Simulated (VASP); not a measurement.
# ZrH3 (Pm-3m) in VASP: a series of runs, part 2 of 2

VASP 6.6.1. The steps go on from the part before.

## (3) Single point, r2SCAN (7.31 Å³/atom)

This run uses another cell than the first one, of 7.31 Å³/atom.

Input file POSCAR:

```
ZrH3
1.0
    3.0806702563      0.0000000000      0.0000000000
    0.0000000000      3.0806702563      0.0000000000
    0.0000000000      0.0000000000      3.0806702563
Zr H
1 3
Direct
    0.0000000000      0.0000000000      0.0000000000
    0.0000000000      0.5000000000      0.5000000000
    0.5000000000      0.0000000000      0.5000000000
    0.5000000000      0.5000000000      0.0000000000
```

Input file INCAR.step1:

```
SYSTEM = ZrH3
ALGO = Normal
EDIFF = 1E-4
ENCUT = 520
GGA = PE
ISMEAR = 0
LASPH = .TRUE.
LCHARG = .FALSE.
LREAL = .FALSE.
LWAVE = .TRUE.
NBANDS = 16
NELM = 60
PREC = Accurate
SIGMA = 0.1
```

Input file INCAR.step2:

```
SYSTEM = ZrH3
ALGO = Normal
EDIFF = 1E-6
ENCUT = 520
ISIF = 2
ISMEAR = 0
ISTART = 1
LASPH = .TRUE.
LCHARG = .FALSE.
LMIXTAU = .TRUE.
LREAL = .FALSE.
LWAVE = .FALSE.
METAGGA = R2SCAN
NBANDS = 16
NELM = 60
PREC = Accurate
SIGMA = 0.1
```

Input file KPOINTS:

```
k-points
0
G
  14 14 14
  0 0 0
```

Potentials or basis: VASP PAW PBE potentials, release 64 (Zr_sv, H).

Launch:

```bash
> cat potpaw_PBE.64/Zr_sv/POTCAR potpaw_PBE.64/H/POTCAR > POTCAR
> cp INCAR.step1 INCAR
> mpirun -np 1 vasp_std > vasp.out
> cp INCAR.step2 INCAR
> mpirun -np 1 vasp_std > vasp.out
```

OUTCAR:

```text
SYSTEM = ZrH3
   EDIFF = 1E-6
   ENCUT = 520
   ISIF = 2
   ISMEAR = 0
   ISTART = 1
   LASPH = .TRUE.
   LREAL = .FALSE.
   METAGGA = R2SCAN
   NELM = 60
   PREC = Accurate

 ion  position               nearest neighbor table
   1  0.000  0.000  0.000-   2 2.18   3 2.18   4 2.18   2 2.18   3 2.18   2 2.18   4 2.18   2 2.18
                             3 2.18   4 2.18   3 2.18   4 2.18
   2  0.000  0.500  0.500-   1 2.18   1 2.18   1 2.18   1 2.18
   3  0.500  0.000  0.500-   1 2.18   1 2.18   1 2.18   1 2.18
   4  0.500  0.500  0.000-   1 2.18   1 2.18   1 2.18   1 2.18

  LATTYP: Found a simple cubic cell.
 ALAT       =     3.0806702563

  Lattice vectors:

 A1 = (   3.0806702563,   0.0000000000,   0.0000000000)
 A2 = (   0.0000000000,   3.0806702563,   0.0000000000)
 A3 = (   0.0000000000,   0.0000000000,   3.0806702563)

Analysis of symmetry for initial positions (statically):
=====================================================================
 Subroutine PRICEL returns:
 Original cell was already a primitive cell.

 Routine SETGRP: Setting up the symmetry group for a
 simple cubic supercell.

 Subroutine GETGRP returns: Found 48 space group operations
 (whereof 48 operations were pure point group operations)
 out of a pool of 48 trial point group operations.

The static configuration has the point symmetry O_h .

Analysis of symmetry for dynamics (positions and initial velocities):
=====================================================================
 Subroutine PRICEL returns:
 Original cell was already a primitive cell.

 Routine SETGRP: Setting up the symmetry group for a
 simple cubic supercell.

 Subroutine GETGRP returns: Found 48 space group operations
 (whereof 48 operations were pure point group operations)
 out of a pool of 48 trial point group operations.

The dynamic configuration has the point symmetry O_h .

 Subroutine INISYM returns: Found 48 space group operations
 (whereof 48 operations are pure point group operations),
 and found     1 'primitive' translations

----------------------------------------------------------------------------------------

                                     Primitive cell

  volume of cell :      29.2372

  direct lattice vectors                    reciprocal lattice vectors
     3.080670256  0.000000000  0.000000000     0.324604686  0.000000000  0.000000000
     0.000000000  3.080670256  0.000000000     0.000000000  0.324604686  0.000000000
     0.000000000  0.000000000  3.080670256     0.000000000  0.000000000  0.324604686

  length of vectors
     3.080670256  3.080670256  3.080670256     0.324604686  0.324604686  0.324604686

  position of ions in fractional coordinates (direct lattice)
     0.000000000  0.000000000  0.000000000
     0.000000000  0.500000000  0.500000000
     0.500000000  0.000000000  0.500000000
     0.500000000  0.500000000  0.000000000

  ion indices of the primitive-cell ions
   primitive index   ion index
                 1           1
                 2           2
                 3           3
                 4           4

----------------------------------------------------------------------------------------

 KPOINTS: k-points

Automatic generation of k-mesh.
 Grid dimensions read from file:
 generate k-points for:   14   14   14

 Generating k-lattice:

  Cartesian coordinates                     Fractional coordinates (reciprocal lattice)
     0.023186049  0.000000000  0.000000000     0.071428571  0.000000000  0.000000000
     0.000000000  0.023186049  0.000000000     0.000000000  0.071428571  0.000000000
     0.000000000  0.000000000  0.023186049     0.000000000  0.000000000  0.071428571

  Length of vectors
     0.023186049  0.023186049  0.023186049

  Shift w.r.t. Gamma in fractional coordinates (k-lattice)
     0.000000000  0.000000000  0.000000000

 Subroutine IBZKPT returns following result:
 ===========================================

 Found    120 irreducible k-points:

 Following reciprocal coordinates:
            Coordinates               Weight
  0.000000  0.000000  0.000000      1.000000
  0.071429  0.000000  0.000000      6.000000
  0.142857  0.000000  0.000000      6.000000
  0.214286  0.000000  0.000000      6.000000
  0.285714  0.000000  0.000000      6.000000
  0.357143  0.000000  0.000000      6.000000
[... 16 lines left out ...]
  0.285714  0.214286  0.000000     24.000000
  0.357143  0.214286  0.000000     24.000000
 [... further k-points ...]
   k-points           NKPTS =    120   k-points in BZ     NKDIM =    120   number of bands    NBANDS=     16
   number of dos      NEDOS =    301   number of ions     NIONS =      4
   total plane-waves  NPLWV =  13824
   dimension x,y,z NGX =    24 NGY =   24 NGZ =   24
   dimension x,y,z NGXF=    48 NGYF=   48 NGZF=   48
   ions per type =               1   3
   NGX,Y,Z   is equivalent  to a cutoff of  12.95, 12.95, 12.95 a.u.
   NGXF,Y,Z  is equivalent  to a cutoff of  25.90, 25.90, 25.90 a.u.
 SYSTEM =  ZrH3
   PREC   = accura    normal or accurate (medium, high low for compatibility)
   ISTART =      1    job   : 0-new  1-cont  2-samecut
   ICHARG =      0    charge: 1-file 2-atom 10-const
   ISPIN  =      1    spin polarized calculation?
   LNONCOLLINEAR =      F non collinear calculations
   LSORBIT =      F    spin-orbit coupling
   LASPH  =      T    aspherical Exc in radial PAW
   ENCUT  =  520.0 eV  38.22 Ry    6.18 a.u.   5.73  5.73  5.73*2*pi/ulx,y,z
   NELM   =     60;   NELMIN=  2; NELMDL=  0     # of ELM steps
   EDIFF  = 0.1E-05   stopping-criterion for ELM
   LREAL  =      F    real-space projection
   EDIFFG = 0.1E-04   stopping-criterion for IOM
   NSW    =      0    number of steps for IOM
[... 5 lines left out ...]
   TEBEG  =    0.0;   TEEND  =   0.0 temperature during run
   PSTRESS=    0.0 pullay stress
   NELECT =      15.0000    total number of electrons
   NUPDOWN=      -1.0000    fix difference up-down
   EMIN   =  10.00;   EMAX   =-10.00  energy-range for DOS
   EFERMI =   0.00;   METHOD = LEGACY
   ISMEAR =     0;   SIGMA  =   0.10  broadening in eV -4-tet -1-fermi 0-gaus
   EFERMI_NEDOS =   21; number of points for ismear=-14 and -15
   IALGO  =     38    algorithm
   IMIX   =      4    mixing-type and parameters
     AMIX     =   0.40;   BMIX     =  1.00
     AMIX_MAG =   1.60;   BMIX_MAG =  1.00
  volume/ion in A,a.u.               =       7.31        49.33
  Fermi-wavevector in a.u.,A,eV,Ry     =   1.310569  2.476617 23.369261  1.717592
  Thomas-Fermi vector in A             =   2.441091
   LORBIT       =      0    0 simple, 1 ext, 2 COOP (PROOUT), +10 PAW based schemes
   METAGGA = R2SCAN    functional components
   LHFCALC =     F    Hartree Fock is set to
   AEXX    =    0.0000 exact exchange contribution
   IVDW    =     0    specifies the selected vdW correction
   LEPSILON=     F    determine dielectric tensor
   LRPA    =     F    only Hartree local field effects (RPA)
 non-spin polarized calculation
 Gauss-broadening in eV      SIGMA  =   0.10
  energy-cutoff  :      520.00
  volume of cell :       29.24
 maximum number of plane-waves:       840
 NGX is ok and might be reduce to    24
   NGX = 11   NGY = 11   NGZ = 11

 number of electron      15.0000002 magnetization

 Free energy of the ion-electron system (eV)
  ---------------------------------------------------
  ext. energy  EPLUGINS =         0.00000000
  ---------------------------------------------------
  free energy    TOTEN  =       -34.41733159 eV

  energy without entropy =      -34.41520132  energy(sigma->0) =      -34.41626645

 E-fermi :   8.3858     XC(G=0): -12.0597

 val. band max:        8.3100370373   @ k =   0.4286   0.2143   0.2143
 cond. band min:       8.4415279368   @ k =   0.5000   0.5000   0.2143
 fundamental gap:      0.1314908996
 Fermi energy:         8.3858392865

 k-point     1 :       0.0000    0.0000    0.0000
  band No.  band energies     occupation
      1     -42.6747      2.00000
      2     -19.6436      2.00000
      3     -19.6436      2.00000
      4     -19.6436      2.00000
      5      -2.5886      2.00000
      6       3.6399      2.00000
[... 433 lines left out ...]
      3     -19.9179      2.00000
      4     -19.5527      2.00000
      5       0.2739      2.00000
      6       3.2280      2.00000
[... 8 lines left out ...]
     15      23.2380      0.00000
     16      23.9146      0.00000

 [... further k-points ...]

------------------------ aborting loop because EDIFF is reached ----------------------------------------

  FORCE on cell =-STRESS in cart. coord.  units (eV):
  Direction    XX          YY          ZZ          XY          YZ          ZX
  --------------------------------------------------------------------------------------
  -------------------------------------------------------------------------------------
  Total        0.7710501      0.7710501      0.7710501      0.0000000      0.0000000      0.0000000
  in kB       42.2529972     42.2529972     42.2529972      0.0000000      0.0000000      0.0000000
  external PRESSURE =      42.2529972 kB  Pullay stress =       0.0000000 kB

 VOLUME and BASIS-vectors are now :
 -----------------------------------------------------------------------------
  energy-cutoff  :      520.00
  volume of cell :       29.24
      direct lattice vectors                 reciprocal lattice vectors
     3.080670256  0.000000000  0.000000000     0.324604686  0.000000000  0.000000000
     0.000000000  3.080670256  0.000000000     0.000000000  0.324604686  0.000000000
     0.000000000  0.000000000  3.080670256     0.000000000  0.000000000  0.324604686

 POSITION                                       TOTAL-FORCE (eV/Angst)
 -----------------------------------------------------------------------------------
      0.00000      0.00000      0.00000         0.000000      0.000000      0.000000
      0.00000      1.54034      1.54034         0.000000      0.000000      0.000000
      1.54034      0.00000      1.54034         0.000000      0.000000      0.000000
      1.54034      1.54034      0.00000         0.000000      0.000000      0.000000
 -----------------------------------------------------------------------------------
    total drift:                                0.000000      0.000000      0.000000

  FREE ENERGIE OF THE ION-ELECTRON SYSTEM (eV)
  ---------------------------------------------------
  free  energy   TOTEN  =       -34.4173315880 eV

  energy  without entropy=      -34.4152013192  energy(sigma->0) =      -34.41626645
```

It took 2.5 min on 1 thread of Oxide Virtual Turin-like, shared host; peak memory 0.15 GiB.

Results:

| Item | Value |
| --- | --- |
| Free energy | -34.4173 eV |
| Pressure | 4.2 GPa |
| Band gap on the k mesh | zero (an odd number of electrons rules out a gap without spin polarisation) |

Levels at points of the mesh, in eV from the Fermi level:
```csv
k point,band 5,band 6,band 7,band 8,band 9,band 10
"(0.00, 0.00, 0.00)",-10.97,-4.75,-4.75,4.19,4.19,4.19
"(0.50, 0.00, 0.00)",-7.23,-6.88,-1.77,-0.32,1.12,1.12
"(0.50, 0.50, 0.00)",-7.48,-3.89,-3.89,-1.76,1.79,1.79
"(0.50, 0.50, 0.50)",-6.49,-6.49,-6.49,3.99,5.93,5.93
```

Caveat: the cell stands under pressure; the PAW data sets were made with another functional, which shifts forces and pressure a little.

## (4) Single point, r2SCAN

This run uses another cell than the first one, of 7.54 Å³/atom.

Input file POSCAR:

```
ZrH3
1.0
    3.1121078384      0.0000000000      0.0000000000
    0.0000000000      3.1121078384      0.0000000000
    0.0000000000      0.0000000000      3.1121078384
Zr H
1 3
Direct
    0.0000000000      0.0000000000      0.0000000000
    0.0000000000      0.5000000000      0.5000000000
    0.5000000000      0.0000000000      0.5000000000
    0.5000000000      0.5000000000      0.0000000000
```

Input file INCAR.step1:

```
SYSTEM = ZrH3
PREC = Accurate
ENCUT = 520
ISMEAR = 0
SIGMA = 0.1
LREAL = .FALSE.
LASPH = .TRUE.
NELM = 80
NBANDS = 16
GGA = PE
ALGO = Normal
EDIFF = 1E-4
LWAVE = .TRUE.
LCHARG = .FALSE.
```

Input file INCAR.step2:

```
SYSTEM = ZrH3
PREC = Accurate
ENCUT = 520
EDIFF = 1E-6
ISMEAR = 0
SIGMA = 0.1
LREAL = .FALSE.
LASPH = .TRUE.
NELM = 80
ALGO = Normal
ISIF = 2
LWAVE = .FALSE.
LCHARG = .TRUE.
METAGGA = R2SCAN
LMIXTAU = .TRUE.
LELF = .TRUE.
LVHAR = .TRUE.
NBANDS = 16
ISTART = 1
```

Input file KPOINTS:

```
Automatic mesh
0
G
  14 14 14
  0 0 0
```

Launch:

```bash
> cat potpaw_PBE.64/Zr_sv/POTCAR potpaw_PBE.64/H/POTCAR > POTCAR
> cp INCAR.step1 INCAR
> mpirun -np 1 vasp_std > vasp.out
> cp INCAR.step2 INCAR
> mpirun -np 1 vasp_std > vasp.out
```

It took 2.1 min on 1 thread of Oxide Virtual Turin-like, shared host; peak memory 0.15 GiB.

The run converged. Its results:

- Free energy: -34.4296 eV
- Pressure: -0.1 GPa
- Band gap on the k mesh: zero (an odd number of electrons rules out a gap without spin polarisation)

Levels at points of the mesh, in eV from the Fermi level:
| k point | band 5 | band 6 | band 7 | band 8 | band 9 | band 10 |
| --- | --- | --- | --- | --- | --- | --- |
| (0.00, 0.00, 0.00) | -10.78 | -4.61 | -4.61 | 4.06 | 4.06 | 4.06 |
| (0.50, 0.00, 0.00) | -7.11 | -6.81 | -1.70 | -0.30 | 1.12 | 1.12 |
| (0.50, 0.50, 0.00) | -7.27 | -3.87 | -3.87 | -1.72 | 1.75 | 1.75 |
| (0.50, 0.50, 0.50) | -6.30 | -6.30 | -6.30 | 4.07 | 5.70 | 5.70 |

Caveat: the PAW data sets were made with another functional, which shifts forces and pressure a little.

## (5) Single point, r2SCAN (7.76 Å³/atom)

This run uses another cell than the first one, of 7.76 Å³/atom.

Input file POSCAR:

```
ZrH3
1.0
    3.1429227913      0.0000000000      0.0000000000
    0.0000000000      3.1429227913      0.0000000000
    0.0000000000      0.0000000000      3.1429227913
Zr H
1 3
Direct
    0.0000000000      0.0000000000      0.0000000000
    0.0000000000      0.5000000000      0.5000000000
    0.5000000000      0.0000000000      0.5000000000
    0.5000000000      0.5000000000      0.0000000000
```

Input file INCAR.step1:

```
  ALGO = Normal
  EDIFF = 1E-4
  ENCUT = 520
  GGA = PE
  ISMEAR = 0
  LASPH = True
  LCHARG = False
  LREAL = False
  LWAVE = True
  NBANDS = 16
  NELM = 60
  PREC = Accurate
  SIGMA = 0.1
```

Input file INCAR.step2:

```
  ALGO = Normal
  EDIFF = 1E-6
  ENCUT = 520
  ISIF = 2
  ISMEAR = 0
  ISTART = 1
  LASPH = True
  LCHARG = False
  LMIXTAU = True
  LREAL = False
  LWAVE = False
  METAGGA = R2SCAN
  NBANDS = 16
  NELM = 60
  PREC = Accurate
  SIGMA = 0.1
```

Input file KPOINTS:

```
k-points
0
Gamma
  14 14 14
```

Launch:

```bash
> cat potpaw_PBE.64/Zr_sv/POTCAR potpaw_PBE.64/H/POTCAR > POTCAR
> cp INCAR.step1 INCAR
> mpirun -np 1 vasp_std > vasp.out
> cp INCAR.step2 INCAR
> mpirun -np 1 vasp_std > vasp.out
```

Wall time 2.7 min (1 thread of Oxide Virtual Turin-like, shared host); peak memory 0.15 GiB.

It converged, with:

| Item | Value |
| --- | --- |
| Free energy | -34.4190 eV |
| Pressure | -3.9 GPa |
| Band gap on the k mesh | zero (an odd number of electrons rules out a gap without spin polarisation) |

Levels at points of the mesh, in eV from the Fermi level:
| k point | band 5 | band 6 | band 7 | band 8 | band 9 | band 10 |
| --- | --- | --- | --- | --- | --- | --- |
| (0.00, 0.00, 0.00) | -10.59 | -4.48 | -4.48 | 3.93 | 3.93 | 3.93 |
| (0.50, 0.00, 0.00) | -6.98 | -6.72 | -1.62 | -0.28 | 1.12 | 1.12 |
| (0.50, 0.50, 0.00) | -7.06 | -3.84 | -3.84 | -1.68 | 1.72 | 1.72 |
| (0.50, 0.50, 0.50) | -6.13 | -6.13 | -6.13 | 4.14 | 5.49 | 5.49 |

Caveat: the cell stands under tension; the PAW data sets were made with another functional, which shifts forces and pressure a little.

## (6) The runs side by side

```csv
cell,gap on the mesh (eV),pressure (GPa)
"a = 3.049 Å, 4 atoms",none,9.2
"a = 3.081 Å, 4 atoms",none,4.2
"a = 3.112 Å, 4 atoms",none,-0.1
"a = 3.143 Å, 4 atoms",none,-3.9
```

Alike in all rows: task single point; level r2SCAN; potentials or basis VASP PAW PBE potentials, release 64 (Zr_sv, H); no spin polarisation; k mesh 14 × 14 × 14; cutoff (eV) 520; smearing gaussian 0.1 eV.

Caveats: the PAW data sets were made with another functional, which shifts forces and pressure a little; the cell stands under pressure (at least some runs); the cell stands under tension (at least some runs).

Total energies depend on the potentials used, so only differences within one code and one set of settings carry meaning.

The gap in the log of VASP goes by the Fermi energy; the results here count the filled bands.